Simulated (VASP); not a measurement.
A run of VASP 6.6.1:

Contents of INCAR:

```
SYSTEM = CdTe
ALGO = Normal
EDIFF = 1E-7
ENCUT = 520
GGA = PE
ISIF = 2
ISMEAR = 0
LASPH = .True.
LCHARG = .True.
LELF = .True.
LREAL = .False.
LVHAR = .True.
LWAVE = .False.
NBANDS = 16
NELM = 60
PREC = Accurate
SIGMA = 0.05
```

File KPOINTS:

```
k-points
0
Gamma
  8 8 8
  0 0 0
```

Contents of POSCAR:

```
CdTe
1.0
    0.0000000000      3.2050000000      3.1088500000
    3.2050000000      0.0000000000      3.1088500000
    3.2050000000      3.2050000000      0.0000000000
Cd Te
1 1
Direct
    0.0000000000      0.0000000000      0.0000000000
    0.7500000000      0.7500000000      0.7500000000
```

Potentials or basis: VASP PAW PBE potentials, release 64 (Cd, Te).

The run is started by

```sh
$ cat potpaw_PBE.64/Cd/POTCAR potpaw_PBE.64/Te/POTCAR > POTCAR
$ mpirun -np 1 vasp_std > vasp.out
```

Hardware: 1 thread of AMD EPYC 7R13 Processor (Zen 3) (shared host).

Problem. How long does it take, and how much memory?

Solution. Wall time 71 s on 1 thread of AMD EPYC 7R13 Processor (Zen 3), on a shared host, peak memory 0.21 GiB. Counts: scf iterations 15, k points 59.
